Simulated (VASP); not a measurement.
# Al (I4/mmm) in VASP: notebook

Al is run at these levels: PBE; tasks: single point.

Everything below comes from runs of VASP 6.6.1. Logs are shortened: lines on timing, memory, paths and dates and some standing lists are left out, and cuts for length are marked.

## 1. The cell of the first run

It takes space group I4/mmm (No. 139, tetragonal). Conventional cell: a = 2.862 Å, b = 2.862 Å, c = 3.967 Å, α = 90.00°, β = 90.00°, γ = 90.00°. Within 3.7 Å of Al (site symmetry 4/mmm) lie 12 Al at 2.83 to 2.86 Å.

## 2. Single point, PBE (strain -0.0200 x Voigt [0, 1, 0, 0, 0, 0])

INCAR reads:

```
  PREC = Accurate
  ENCUT = 520
  EDIFF = 1E-6
  ISMEAR = 0
  SIGMA = 0.15
  LREAL = F
  LASPH = T
  NELM = 80
  ALGO = Normal
  ISIF = 2
  LWAVE = F
  LCHARG = F
  GGA = PE
  NBANDS = 8
```

KPOINTS reads:

```
regular mesh
0
Gamma
  20 20 20
```

POSCAR reads:

```
Al
1.0
    0.0000000000      1.9835004000      2.0239800000
    2.0239800000      0.0000000000      2.0239800000
    2.0239800000      1.9835004000      0.0000000000
Al
1
Direct
    0.0000000000      0.0000000000      0.0000000000
```

Potentials or basis: VASP PAW PBE potentials, release 64 (Al).

On the command line:

```
$ cat potpaw_PBE.64/Al/POTCAR > POTCAR
$ mpirun -np 1 vasp_std > vasp.out
```

OUTCAR:

```text
PREC = Accurate
   ENCUT = 520
   EDIFF = 1E-6
   ISMEAR = 0
   LREAL = F
   LASPH = T
   NELM = 80
   ISIF = 2
   GGA = PE

 ion  position               nearest neighbor table
   1  0.000  0.000  0.000-

  LATTYP: Found a body centered tetragonal cell.
 ALAT       =     2.8623399660
 C/A-ratio  =     1.3859292911

  Lattice vectors:

 A1 = (   0.0000000000,  -1.9835004000,   2.0239800000)
 A2 = (   0.0000000000,  -1.9835004000,  -2.0239800000)
 A3 = (   2.0239800000,   1.9835004000,   0.0000000000)

Analysis of symmetry for initial positions (statically):
=====================================================================
 Subroutine PRICEL returns:
 Original cell was already a primitive cell.

 Routine SETGRP: Setting up the symmetry group for a
 body centered tetragonal supercell.

 Subroutine GETGRP returns: Found 16 space group operations
 (whereof 16 operations were pure point group operations)
 out of a pool of 16 trial point group operations.

The static configuration has the point symmetry D_4h.

Analysis of symmetry for dynamics (positions and initial velocities):
=====================================================================
 Subroutine PRICEL returns:
 Original cell was already a primitive cell.

 Routine SETGRP: Setting up the symmetry group for a
 body centered tetragonal supercell.

 Subroutine GETGRP returns: Found 16 space group operations
 (whereof 16 operations were pure point group operations)
 out of a pool of 16 trial point group operations.

The dynamic configuration has the point symmetry D_4h.

 Subroutine INISYM returns: Found 16 space group operations
 (whereof 16 operations are pure point group operations),
 and found     1 'primitive' translations

----------------------------------------------------------------------------------------

                                     Primitive cell

  volume of cell :      16.2508

  direct lattice vectors                    reciprocal lattice vectors
     0.000000000  1.983500400  2.023980000    -0.247038014  0.252079606  0.247038014
     2.023980000  0.000000000  2.023980000     0.247038014 -0.252079606  0.247038014
     2.023980000  1.983500400  0.000000000     0.247038014  0.252079606 -0.247038014

  length of vectors
     2.833861125  2.862339966  2.833861125     0.430812823  0.430812823  0.430812823

  position of ions in fractional coordinates (direct lattice)
     0.000000000  0.000000000  0.000000000

  ion indices of the primitive-cell ions
   primitive index   ion index
                 1           1

----------------------------------------------------------------------------------------

 KPOINTS: regular mesh

Automatic generation of k-mesh.
 Grid dimensions read from file:
 generate k-points for:   20   20   20

 Generating k-lattice:

  Cartesian coordinates                     Fractional coordinates (reciprocal lattice)
    -0.012351901  0.012603980  0.012351901     0.050000000  0.000000000  0.000000000
     0.012351901 -0.012603980  0.012351901    -0.000000000  0.050000000 -0.000000000
     0.012351901  0.012603980 -0.012351901     0.000000000  0.000000000  0.050000000

  Length of vectors
     0.021540641  0.021540641  0.021540641

  Shift w.r.t. Gamma in fractional coordinates (k-lattice)
     0.000000000  0.000000000  0.000000000

 Subroutine IBZKPT returns following result:
 ===========================================

 Found    641 irreducible k-points:

 Following reciprocal coordinates:
            Coordinates               Weight
  0.000000  0.000000  0.000000      1.000000
  0.050000  0.000000  0.000000      8.000000
  0.100000  0.000000  0.000000      8.000000
  0.150000  0.000000 -0.000000      8.000000
  0.200000  0.000000  0.000000      8.000000
  0.250000  0.000000  0.000000      8.000000
[... 16 lines left out ...]
 -0.400000  0.050000 -0.000000     16.000000
 -0.350000  0.050000  0.000000     16.000000
 [... further k-points ...]
   k-points           NKPTS =    641   k-points in BZ     NKDIM =    641   number of bands    NBANDS=      8
   number of dos      NEDOS =    301   number of ions     NIONS =      1
   total plane-waves  NPLWV =  13824
   dimension x,y,z NGX =    24 NGY =   24 NGZ =   24
   dimension x,y,z NGXF=    48 NGYF=   48 NGZF=   48
   ions per type =               1
   NGX,Y,Z   is equivalent  to a cutoff of  14.08, 13.94, 14.08 a.u.
   NGXF,Y,Z  is equivalent  to a cutoff of  28.16, 27.88, 28.16 a.u.
 SYSTEM =  unknown system
   PREC   = accura    normal or accurate (medium, high low for compatibility)
   ISTART =      0    job   : 0-new  1-cont  2-samecut
   ICHARG =      2    charge: 1-file 2-atom 10-const
   ISPIN  =      1    spin polarized calculation?
   LNONCOLLINEAR =      F non collinear calculations
   LSORBIT =      F    spin-orbit coupling
   LASPH  =      T    aspherical Exc in radial PAW
   ENCUT  =  520.0 eV  38.22 Ry    6.18 a.u.   5.27  5.32  5.27*2*pi/ulx,y,z
   NELM   =     80;   NELMIN=  2; NELMDL= -5     # of ELM steps
   EDIFF  = 0.1E-05   stopping-criterion for ELM
   LREAL  =      F    real-space projection
   EDIFFG = 0.1E-04   stopping-criterion for IOM
   NSW    =      0    number of steps for IOM
   IBRION =     -1    ionic relax: 0-MD 1-quasi-New 2-CG
   NFREE  =      0    steps in history (QN), initial steepest desc. (CG)
   ISIF   =      2    stress and relaxation
   ISYM   =      2    0-nonsym 1-usesym 2-fastsym
   POTIM  = 0.5000    time-step for ionic-motion
   TEBEG  =    0.0;   TEEND  =   0.0 temperature during run
   PSTRESS=    0.0 pullay stress
   NELECT =       3.0000    total number of electrons
   NUPDOWN=      -1.0000    fix difference up-down
   EMIN   =  10.00;   EMAX   =-10.00  energy-range for DOS
   EFERMI =   0.00;   METHOD = LEGACY
   ISMEAR =     0;   SIGMA  =   0.15  broadening in eV -4-tet -1-fermi 0-gaus
   EFERMI_NEDOS =   21; number of points for ismear=-14 and -15
   IALGO  =     38    algorithm
   IMIX   =      4    mixing-type and parameters
     AMIX     =   0.40;   BMIX     =  1.00
     AMIX_MAG =   1.60;   BMIX_MAG =  1.00
  volume/ion in A,a.u.               =      16.25       109.67
  Fermi-wavevector in a.u.,A,eV,Ry     =   0.932160  1.761526 11.822399  0.868922
  Thomas-Fermi vector in A             =   2.058728
   LORBIT       =      0    0 simple, 1 ext, 2 COOP (PROOUT), +10 PAW based schemes
   GGA     = PE    functional components
   LHFCALC =     F    Hartree Fock is set to
   AEXX    =    0.0000 exact exchange contribution
   IVDW    =     0    specifies the selected vdW correction
   LEPSILON=     F    determine dielectric tensor
   LRPA    =     F    only Hartree local field effects (RPA)
 non-spin polarized calculation
 Gauss-broadening in eV      SIGMA  =   0.15
  energy-cutoff  :      520.00
  volume of cell :       16.25
 maximum number of plane-waves:       451
 NGX is ok and might be reduce to    24
   NGX = 11   NGY = 11   NGZ = 11

 number of electron       3.0000000 magnetization

 Free energy of the ion-electron system (eV)
  ---------------------------------------------------
  ext. energy  EPLUGINS =         0.00000000
  ---------------------------------------------------
  free energy    TOTEN  =        -3.74671917 eV

  energy without entropy =       -3.74217292  energy(sigma->0) =       -3.74444605

 E-fermi :   8.1942     XC(G=0): -10.2520

 val. band max:        8.1815899380   @ k =   0.2000  -0.2500   0.1500
 cond. band min:       8.2014231024   @ k =   0.4000  -0.3500   0.1000
 fundamental gap:      0.0198331643
 Fermi energy:         8.1942116143

 k-point     1 :       0.0000    0.0000    0.0000
  band No.  band energies     occupation
      1      -3.0804      2.00000
      2      20.7956      0.00000
      3      20.7956      0.00000
      4      21.0149      0.00000
      5      22.4300      0.00000
      6      22.4961      0.00000
      7      22.4961      0.00000
      8      24.7422      0.00000

 k-point     2 :       0.0500    0.0000    0.0000
  band No.  band energies     occupation
      1      -3.0118      2.00000
      2      19.5648      0.00000
      3      20.5428      0.00000
      4      20.6973      0.00000
      5      22.8032      0.00000
      6      22.8545      0.00000
      7      22.9949      0.00000
      8      25.4784      0.00000

 k-point     3 :       0.1000    0.0000    0.0000
  band No.  band energies     occupation
      1      -2.8059      2.00000
      2      17.5728      0.00000
      3      20.0808      0.00000
      4      20.2519      0.00000
      5      23.0917      0.00000
      6      23.5677      0.00000
      7      23.6085      0.00000
      8      26.0747      0.00000

 k-point     4 :       0.1500    0.0000   -0.0000
  band No.  band energies     occupation
      1      -2.4636      2.00000
      2      15.5340      0.00000
      3      19.6437      0.00000
      4      19.8455      0.00000
      5      22.9608      0.00000
      6      24.2243      0.00000
      7      24.3783      0.00000
      8      25.4138      0.00000

 k-point     5 :       0.2000    0.0000    0.0000
  band No.  band energies     occupation
      1      -1.9857      2.00000
      2      13.5435      0.00000
      3      19.2916      0.00000
      4      19.5286      0.00000
      5      22.7941      0.00000
      6      23.6421      0.00000
      7      24.2363      0.00000
      8      26.0038      0.00000
[... 177 lines left out ...]
 k-point    22 :      -0.4500    0.0500    0.0000
  band No.  band energies     occupation
      1       2.8446      2.00000
      2       4.5901      2.00000
      3      17.8068      0.00000
      4      19.0651      0.00000
      5      20.4544      0.00000
      6      20.6715      0.00000
      7      23.8646      0.00000
      8      24.4579      0.00000

 k-point    23 :      -0.4000    0.0500   -0.0000
  band No.  band energies     occupation
      1       1.6788      2.00000
      2       6.0341      2.00000
      3      17.5630      0.00000
      4      19.5905      0.00000
      5      20.3966      0.00000
      6      21.0130      0.00000
      7      23.5324      0.00000
      8      25.0214      0.00000

 k-point    24 :      -0.3500    0.0500    0.0000
  band No.  band energies     occupation
      1       0.6337      2.00000
      2       7.5970      2.00000
      3      17.4371      0.00000
      4      20.1986      0.00000
      5      20.2782      0.00000
      6      21.6709      0.00000
      7      23.3173      0.00000
      8      25.6830      0.00000

 [... further k-points ...]

------------------------ aborting loop because EDIFF is reached ----------------------------------------

  FORCE on cell =-STRESS in cart. coord.  units (eV):
  Direction    XX          YY          ZZ          XY          YZ          ZX
  --------------------------------------------------------------------------------------
  -------------------------------------------------------------------------------------
  Total        0.1039865      0.1467404      0.1039865      0.0000000     -0.0000000      0.0000000
  in kB       10.2521027     14.4672326     10.2521027      0.0000000     -0.0000000      0.0000000
  external PRESSURE =      11.6571460 kB  Pullay stress =       0.0000000 kB

 VOLUME and BASIS-vectors are now :
 -----------------------------------------------------------------------------
  energy-cutoff  :      520.00
  volume of cell :       16.25
      direct lattice vectors                 reciprocal lattice vectors
     0.000000000  1.983500400  2.023980000    -0.247038014  0.252079606  0.247038014
     2.023980000  0.000000000  2.023980000     0.247038014 -0.252079606  0.247038014
     2.023980000  1.983500400  0.000000000     0.247038014  0.252079606 -0.247038014

 POSITION                                       TOTAL-FORCE (eV/Angst)
 -----------------------------------------------------------------------------------
      0.00000      0.00000      0.00000        -0.000000      0.000000      0.000000
 -----------------------------------------------------------------------------------
    total drift:                               -0.000000      0.000000      0.000000

  FREE ENERGIE OF THE ION-ELECTRON SYSTEM (eV)
  ---------------------------------------------------
  free  energy   TOTEN  =        -3.7467191707 eV

  energy  without entropy=       -3.7421729232  energy(sigma->0) =       -3.74444605
```

Run time: 80 s. Hardware: 1 thread of Intel Xeon 8259CL, shared host; peak memory 0.19 GiB.

Results:

```yaml
Free_energy: -3.7467 eV
Pressure: 1.2 GPa
Band_gap_on_the_k_mesh: zero (an odd number of electrons rules out a gap without spin polarisation)
```

Caveat: the cell differs from its parent crystal (strain -0.0200 x Voigt [0, 1, 0, 0, 0, 0]).

## 3. Single point, PBE (strain -0.0100 x Voigt [0, 1, 0, 0, 0, 0])

INCAR reads:

```
SYSTEM = Al
ALGO = Normal
EDIFF = 1E-7
ENCUT = 520
GGA = PE
ISIF = 2
ISMEAR = 0
LASPH = .TRUE.
LCHARG = .FALSE.
LREAL = .FALSE.
LWAVE = .FALSE.
NBANDS = 8
NELM = 60
PREC = Accurate
SIGMA = 0.15
```

KPOINTS reads:

```
k-points
0
G
  20 20 20
  0 0 0
```

POSCAR reads:

```
Al
1.0
    0.0000000000      2.0037402000      2.0239800000
    2.0239800000      0.0000000000      2.0239800000
    2.0239800000      2.0037402000      0.0000000000
Al
1
Direct
    0.0000000000      0.0000000000      0.0000000000
```

Potentials or basis: VASP PAW PBE potentials, release 64 (Al).

On the command line:

```
$ cat potpaw_PBE.64/Al/POTCAR > POTCAR
$ mpirun -np 1 vasp_std > vasp.out
```

It took 1.7 min on 1 thread of Intel Xeon 8259CL, shared host; peak memory 0.19 GiB.

The run converged. Its results:

```
Free energy            : -3.7476 eV
Pressure               : 0.3 GPa
Band gap on the k mesh : zero (an odd number of electrons rules out a gap without spin polarisation)
```

Levels at points of the mesh, in eV from the Fermi level:
| k point | band 1 | band 2 | band 3 | band 4 |
| --- | --- | --- | --- | --- |
| (0.00, 0.00, 0.00) | -11.21 | 12.57 | 12.57 | 12.68 |
| (0.50, 0.00, 0.00) | -4.65 | -4.43 | 11.30 | 11.33 |
| (0.50, 0.50, 0.00) | -3.03 | -1.71 | 5.26 | 5.60 |
| (0.50, 0.00, 0.50) | -2.88 | -1.51 | 5.14 | 5.45 |

Caveat: the cell differs from its parent crystal (strain -0.0100 x Voigt [0, 1, 0, 0, 0, 0]).

## 4. Single point, PBE (strain -0.0150 x Voigt [0, 1, 0, 0, 0, 0])

INCAR reads:

```
PREC = Accurate
ENCUT = 520
EDIFF = 1E-6
ISMEAR = 0
SIGMA = 0.15
LREAL = F
LASPH = T
NELM = 80
ALGO = Fast
ISIF = 2
LWAVE = F
LCHARG = F
GGA = PE
NBANDS = 8
```

KPOINTS reads:

```
Automatic mesh
0
Gamma
  20 20 20
```

POSCAR reads:

```
Al
1.0
    0.0000000000      1.9936203000      2.0239800000
    2.0239800000      0.0000000000      2.0239800000
    2.0239800000      1.9936203000      0.0000000000
Al
1
Direct
    0.0000000000      0.0000000000      0.0000000000
```

Potentials or basis: VASP PAW PBE potentials, release 64 (Al).

On the command line:

```
$ cat potpaw_PBE.64/Al/POTCAR > POTCAR
$ mpirun -np 1 vasp_std > vasp.out
```

OUTCAR:

```text
PREC = Accurate
   ENCUT = 520
   EDIFF = 1E-6
   ISMEAR = 0
   LREAL = F
   LASPH = T
   NELM = 80
   ISIF = 2
   GGA = PE

 ion  position               nearest neighbor table
   1  0.000  0.000  0.000-

  LATTYP: Found a body centered tetragonal cell.
 ALAT       =     2.8623399660
 C/A-ratio  =     1.3930003589

  Lattice vectors:

 A1 = (   0.0000000000,  -1.9936203000,   2.0239800000)
 A2 = (   0.0000000000,  -1.9936203000,  -2.0239800000)
 A3 = (   2.0239800000,   1.9936203000,   0.0000000000)

Analysis of symmetry for initial positions (statically):
=====================================================================
 Subroutine PRICEL returns:
 Original cell was already a primitive cell.

 Routine SETGRP: Setting up the symmetry group for a
 body centered tetragonal supercell.

 Subroutine GETGRP returns: Found 16 space group operations
 (whereof 16 operations were pure point group operations)
 out of a pool of 16 trial point group operations.

The static configuration has the point symmetry D_4h.

Analysis of symmetry for dynamics (positions and initial velocities):
[... 164 lines left out ...]
 Fermi energy:         8.1446895997

 k-point     1 :       0.0000    0.0000    0.0000
  band No.  band energies     occupation
      1      -3.0986      2.00000
      2      20.7297      0.00000
      3      20.7297      0.00000
      4      20.8936      0.00000
      5      22.3193      0.00000
      6      22.3681      0.00000
      7      22.3681      0.00000
      8      24.6486      0.00000
[... 243 lines left out ...]
 k-point    24 :      -0.3500    0.0500    0.0000
  band No.  band energies     occupation
      1       0.6010      2.00000
      2       7.5477      2.00000
      3      17.3869      0.00000
      4      20.0880      0.00000
      5      20.1883      0.00000
      6      21.5317      0.00000
      7      23.1898      0.00000
      8      25.6087      0.00000

 [... further k-points ...]

------------------------ aborting loop because EDIFF is reached ----------------------------------------

  FORCE on cell =-STRESS in cart. coord.  units (eV):
  Direction    XX          YY          ZZ          XY          YZ          ZX
  --------------------------------------------------------------------------------------
  -------------------------------------------------------------------------------------
  Total        0.0676970      0.0881364      0.0676970      0.0000000      0.0000000      0.0000000
  in kB        6.6404154      8.6453151      6.6404154      0.0000000      0.0000000      0.0000000
  external PRESSURE =       7.3087153 kB  Pullay stress =       0.0000000 kB

 VOLUME and BASIS-vectors are now :
 -----------------------------------------------------------------------------
  energy-cutoff  :      520.00
  volume of cell :       16.33
      direct lattice vectors                 reciprocal lattice vectors
     0.000000000  1.993620300  2.023980000    -0.247038014  0.250800014  0.247038014
     2.023980000  0.000000000  2.023980000     0.247038014 -0.250800014  0.247038014
     2.023980000  1.993620300  0.000000000     0.247038014  0.250800014 -0.247038014

 POSITION                                       TOTAL-FORCE (eV/Angst)
 -----------------------------------------------------------------------------------
      0.00000      0.00000      0.00000         0.000000     -0.000000     -0.000000
 -----------------------------------------------------------------------------------
    total drift:                                0.000000     -0.000000     -0.000000

  FREE ENERGIE OF THE ION-ELECTRON SYSTEM (eV)
  ---------------------------------------------------
  free  energy   TOTEN  =        -3.7473176270 eV

  energy  without entropy=       -3.7426476240  energy(sigma->0) =       -3.74498263
```

stdout:

```text
POSCAR found type information on POSCAR Al
 POSCAR found :  1 types and       1 ions
 scaLAPACK will be used
 LDA part: xc-table for (Slater+PW92), standard interpolation
 POSCAR, INCAR and KPOINTS ok, starting setup
 FFT: planning ... GRIDC
 FFT: planning ... GRID_SOFT
 FFT: planning ... GRID
 WAVECAR not read
 entering main loop
```

Wall time 82 s (1 thread of Intel Xeon 8259CL, shared host); peak memory 0.19 GiB.

Results:

```yaml
Free_energy: -3.7473 eV
Pressure: 0.7 GPa
Band_gap_on_the_k_mesh: zero (an odd number of electrons rules out a gap without spin polarisation)
```

Stress tensor (GPa, compression positive):
```
0.66 0.00 0.00
0.00 0.86 0.00
0.00 0.00 0.66
```

Levels at points of the mesh, in eV from the Fermi level:
```
           k point  band 1  band 2  band 3  band 4
(0.00, 0.00, 0.00)  -11.24   12.59   12.59   12.75
(0.50, 0.00, 0.00)   -4.67   -4.43   11.29   11.30
(0.50, 0.50, 0.00)   -3.06   -1.74    5.28    5.65
(0.50, 0.00, 0.50)   -2.84   -1.43    5.11    5.42
```

Caveat: the cell differs from its parent crystal (strain -0.0150 x Voigt [0, 1, 0, 0, 0, 0]).

(Continued in part 2 of 2.)
